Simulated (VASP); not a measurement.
Runs of VASP 6.6.1 on Ag. The structure is that of space group Fm-3m (No. 225), or close to it. The cells are those of the table. 

```csv
task,cell,k mesh for the DOS,occupations for the DOS,gap on the mesh (eV),pressure (GPa)
single point,"a = 2.318 Å, angles 60.0°, 1 atom",-,-,none,(b)
single point,"a = 2.627 Å, angles 60.0°, 1 atom",-,-,none,57.7
single point,"a = 2.830 Å, angles 60.0°, 1 atom",-,-,none,0.1
single point,"a = 2.772 Å, angles 60.0°, 1 atom",-,-,none,(a)
single point,"a = 2.536 Å, angles 60.0°, 1 atom",-,-,none,113.3
single point,"a = 2.439 Å, angles 60.0°, 1 atom",-,-,none,211.6
```

Alike in all rows: level LDA; potentials or basis VASP PAW LDA potentials, release 64 (Ag); no spin polarisation; k mesh 18 × 18 × 18; cutoff (eV) 520; smearing fermi-dirac 0.08 eV.

Problem. Estimate the missing entries.

Solution. (a) 10.4; (b) 423.6.

A k mesh can miss the band edges, and the runs leave out spin-orbit coupling on Ag.

A gap of «none» marks levels without a gap at the run's occupations.
